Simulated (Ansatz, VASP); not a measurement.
**Ga in VASP and in Ansatz**

The input INCAR:

```
SYSTEM = Ga
  PREC = Accurate
  ENCUT = 600
  EDIFF = 1E-6
  ISMEAR = 0
  SIGMA = 0.1
  LREAL = .False.
  LASPH = .True.
  NELM = 100
  ALGO = Normal
  ISIF = 3
  LWAVE = .False.
  LCHARG = .False.
  GGA = PE
  IBRION = 2
  NSW = 90
  EDIFFG = -0.04
```

The input KPOINTS:

```
regular mesh
0
Gamma
  6 6 6
  0 0 0
```

POSCAR

```
Ga
1.0
    1.5863967571      0.9159065947      7.6669559847
   -1.5863967571      0.9159065947      7.6669559847
    0.0000000000     -1.8318131896      7.6669559847
Ga
3
Direct
    0.0000000000      0.0000000000      0.0000000000
    0.2222200000      0.2222200000      0.2222200000
    0.7777800000      0.7777800000      0.7777800000
```

Input for Ansatz:

```yaml
crystal:
  lattice:
    - [1.5863967571, 0.9159065947, 7.6669559847]
    - [-1.5863967571, 0.9159065947, 7.6669559847]
    - [0.0, -1.8318131896, 7.6669559847]
  atoms:
    - { symbol: Ga, position: [0.0, 0.0, 0.0] }
    - { symbol: Ga, position: [0.22222, 0.22222, 0.22222] }
    - { symbol: Ga, position: [0.77778, 0.77778, 0.77778] }
basis:
  ecutwfc: 420
kpoints:
  mp_grid: { grid: [6, 6, 6] }
hamiltonian:
  xc: pbe
scf:
  occupations: { method: gaussian, width: 0.1 }
  lower_state_search: "off"
output:
  forces: true
  stress: true
  eigenvalues: true
relax:
  adjacent_minimum: "off"
  f_tol: 0.04
  max_steps: 70
  cell: { stress_tol: 0.4 }
```

Alike in both runs: task relaxation of cell and atoms; functional PBE; k mesh 6 × 6 × 6; occupations gaussian, width 0.1 eV; no spin polarisation.

```csv
,VASP,Ansatz
version,VASP 6.6.1,Ansatz 0.2.0
potentials or method,"VASP PAW PBE potentials, release 64 (Ga_d), cutoff 600 eV","scalar-relativistic, plane waves, PAW"
valence electrons in the cell,39,39
```

Ansatz gave:

* gap on the k mesh at the Fermi level, each at its own relaxed structure (eV): none
* relaxed volume (Å³/atom): 18.81
* relaxed length of the cell vector where the two differ most in proportion (Å): 7.425

Task: Which values does VASP return?

Result: gap on the k mesh at the Fermi level, each at its own relaxed structure (eV): none; relaxed volume (Å³/atom): 18.74; relaxed length of the cell vector where the two differ most in proportion (Å): 7.406.

A gap of «none» marks a metal or a gap that the smearing closes.

The k mesh is coarse, so the values compare programs but aren't converged. Noted on VASP's run: the volume moved by over 15 % at a fixed basis, so the end points are rough.
